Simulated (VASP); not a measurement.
Crystal: ZnS.

```
CELL_PARAMETERS angstrom
0.00000 2.64842 2.64842
2.64842 0.00000 2.64842
2.64842 2.64842 0.00000
ATOMIC_POSITIONS crystal
Zn 0.00000 0.00000 0.00000
S 0.75000 0.75000 0.75000
```

Base run:

```yaml
Program: VASP 6.6.1
Functional: revPBE
Potentials_or_basis: VASP PAW PBE potentials, release 64 (Zn, S)
Cutoff: 500 eV
k_mesh: 10 × 10 × 10
Occupations: gaussian, width 0.02 eV
Spin: no spin polarisation
```

Its results: band gap on the k mesh 2.50 eV, direct; pressure 9.0 GPa.

The run is repeated on the same cell with these changes: functional from revPBE to LDA; potentials or basis from VASP PAW PBE potentials, release 64 (Zn, S) to VASP PAW LDA potentials, release 64 (Zn, S). What comes out?

Band gap on the k mesh 2.16 eV, direct; pressure 0.2 GPa.

Caveats: the PAW data sets were made with another functional, which shifts forces and pressure a little (some runs).

